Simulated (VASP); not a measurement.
**BaTiO3: single point with r2SCAN**

Crystal: BaTiO3.

```
CELL_PARAMETERS angstrom
3.76124 0.00000 0.00000
0.00000 3.76124 0.00000
0.00000 0.00000 3.99410
ATOMIC_POSITIONS crystal
Ba 0.50000 0.50000 0.50000
Ti 0.00000 0.00000 0.00000
O 0.50000 0.00000 0.00000
O 0.00000 0.50000 0.00000
O 0.00000 0.00000 0.50000
```

This cell differs from its parent crystal: biaxial xy strain -5.8%.

```json
{
 "Program": "VASP 6.6.1",
 "Task": "single point",
 "Functional": "r2SCAN",
 "Potentials or basis": "VASP PAW PBE potentials, release 64 (Ba_sv, Ti_sv, O)",
 "Cutoff": "520 eV",
 "k mesh": "6 × 6 × 6",
 "Occupations": "gaussian, width 0.01 eV",
 "Spin": "no spin polarisation",
 "Dipole correction": "no",
 "Further INCAR settings": "ALGO = Normal; EDIFF = 1e-06; NBANDS = 28"
}
```

```
Pressure               : 32.8 GPa
Band gap on the k mesh : 2.27 eV, indirect (least direct gap 2.34 eV)
```

Stress tensor (GPa, compression positive):
```
39.52  0.00  0.00
 0.00 39.52  0.00
 0.00  0.00 19.22
```

Levels at points of the mesh, in eV from the valence-band top:
```tsv
k point	band 17	band 18	band 19	band 20	band 21	band 22	band 23	band 24
(0.00, 0.00, 0.00)	-1.33	-0.20	-0.07	-0.07	2.27	2.27	2.40	4.74
(0.50, 0.00, 0.00)	-2.31	-2.10	-0.89	-0.83	2.52	4.67	4.69	4.88
(0.50, 0.50, 0.00)	-1.85	-0.48	-0.48	-0.07	4.69	4.69	5.25	5.73
(0.00, 0.00, 0.50)	-1.58	-1.58	-0.76	-0.76	2.56	4.07	4.07	5.34
(0.50, 0.00, 0.50)	-1.75	-1.12	-1.10	-0.36	4.09	4.70	4.92	6.36
(0.50, 0.50, 0.50)	-2.29	-0.10	-0.10	0.00	5.27	5.27	5.57	7.71
```

Wall time 90 s on 1 thread of Intel(R) Xeon(R) 6975P-C (Granite Rapids), on a shared host, peak memory 0.21 GiB.

Caveat: the cell differs from its parent crystal (biaxial xy strain -5.8%); the PAW data sets were made with another functional, which shifts forces and pressure a little; spin-orbit coupling is left out, which moves the levels of the heavy elements. A k mesh can miss the band edges.
